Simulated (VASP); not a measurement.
Wanted: the native input for a VASP 6.6.1 run.

```yaml
Task: single point
Functional: PBE
Potentials_or_basis: VASP PAW PBE potentials, release 64 (W_sv, S)
Cutoff: 520 eV
k_mesh: 16 × 16 × 4
Occupations: fermi-dirac, width 0.02 eV
Spin: collinear spin
Starting_moments: "[2.0, 2.0, 0.0, 0.0, 0.0, 0.0] μB"
Dipole_correction: no
Further_INCAR_settings: ALGO = Normal; EDIFF = 1e-07; NBANDS = 39
```

The structure of WS2 lies in POSCAR:

```
WS2
1.0
    3.1532000000      0.0000000000      0.0000000000
   -1.5766000000      2.7307513032      0.0000000000
    0.0000000000      0.0000000000     12.0765400000
W S
2 4
Direct
    0.3333333333      0.6666666667      0.2500000000
    0.6666666667      0.3333333333      0.7500000000
    0.3333333333      0.6666666667      0.6197091483
    0.6666666667      0.3333333333      0.1197091483
    0.3333333333      0.6666666667      0.8802908517
    0.6666666667      0.3333333333      0.3802908517
```

This cell differs from its parent crystal: z stretched by -2 %, then relaxed in part.

One way to write it, as run:

INCAR

```
SYSTEM = WS2
PREC = Accurate
ENCUT = 520
EDIFF = 1E-7
ISMEAR = -1
SIGMA = 0.02
LREAL = .FALSE.
LASPH = .TRUE.
NELM = 150
ALGO = Normal
ISIF = 2
LWAVE = .FALSE.
LCHARG = .TRUE.
ISPIN = 2
MAGMOM = 2 2 0 0 0 0
LORBIT = 11
LMAXMIX = 4
GGA = PE
LELF = .TRUE.
LVHAR = .TRUE.
NBANDS = 39
```

KPOINTS

```
regular mesh
0
G
  16 16 4
  0 0 0
```

Potentials or basis: VASP PAW PBE potentials, release 64 (W_sv, S).

Command:

```bash
$ cat potpaw_PBE.64/W_sv/POTCAR potpaw_PBE.64/S/POTCAR > POTCAR
$ mpirun -np 1 vasp_std > vasp.out
```

Results of the run:

```yaml
Pressure: 4.5 GPa
Largest_force: 0.007 eV/Å
Band_gap_on_the_k_mesh: 0.89 eV (least direct gap 1.97 eV)
Net_moment: 0.00 μB per cell
Valence_electrons_inside_the_program's_atomic_spheres: W 12.04; S 3.73
```

Caveat: the cell differs from its parent crystal (z stretched by -2 %, then relaxed in part); the cell stands under pressure; spin-orbit coupling is left out, which moves the levels of the heavy elements; this functional lacks dispersion, which binds layers or chains, so the pressure and a relaxed spacing across them are unreliable.

It took 23 min on 1 thread of Oxide Virtual Turin-like Processor, on a shared host, peak memory 0.57 GiB.
